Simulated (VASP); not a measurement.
Set up this calculation in VASP 6.6.1, as the native input.

```yaml
Task: relaxation of cell and atoms
Functional: PBE
Potentials_or_basis: VASP PAW PBE potentials, release 64 (Al, B, N)
Cutoff: 600 eV
k_mesh: 6 × 6 × 2
Occupations: gaussian, width 0.1 eV
Spin: no spin polarisation
Dipole_correction: no
Further_INCAR_settings: ALGO = Normal; EDIFF = 1e-06; IBRION = 2; EDIFFG = -0.04; NSW = 90; ISIF = 3
```

The structure of Al2BN3 lies in POSCAR:

```
Al2BN3
1.0
    3.1171191642      0.0000000000      0.0000000000
   -1.5585595821      2.6995043828      0.0000000000
    0.0000000000      0.0000000000     12.8811433884
Al B N
4 2 6
Direct
    0.3333333333      0.6666666667      0.0911893585
    0.3333333333      0.6666666667      0.4088106415
    0.6666666667      0.3333333333      0.5911893585
    0.6666666667      0.3333333333      0.9088106415
    0.3333333333      0.6666666667      0.7500000000
    0.6666666667      0.3333333333      0.2500000000
    0.3333333333      0.6666666667      0.2500000000
    0.3333333333      0.6666666667      0.5890936981
    0.3333333333      0.6666666667      0.9109063019
    0.6666666667      0.3333333333      0.0890936981
    0.6666666667      0.3333333333      0.4109063019
    0.6666666667      0.3333333333      0.7500000000
```

One way to write it, as run:

INCAR

```
PREC = Accurate
ENCUT = 600
EDIFF = 1E-6
ISMEAR = 0
SIGMA = 0.1
LREAL = False
LASPH = True
NELM = 100
ALGO = Normal
ISIF = 3
LWAVE = False
LCHARG = False
GGA = PE
IBRION = 2
NSW = 90
EDIFFG = -0.04
```

KPOINTS

```
regular mesh
0
Gamma
  6 6 2
```

Potentials or basis: VASP PAW PBE potentials, release 64 (Al, B, N).

Launch:

```console
$ cat potpaw_PBE.64/Al/POTCAR potpaw_PBE.64/B/POTCAR potpaw_PBE.64/N/POTCAR > POTCAR
$ mpirun -np 1 vasp_std > vasp.out
```

It gave:

| Quantity | Value |
| --- | --- |
| Pressure after relaxing | -0.3 GPa |
| Largest force after relaxing | 0.008 eV/Å |
| Band gap on the k mesh | 1.82 eV |

Caveat: the relaxation stopped at its first step, so nothing moved.

Wall time 43 s on 1 thread of AMD EPYC 9R45 96-Core Processor (Zen 5), on a shared host, peak memory 0.25 GiB.
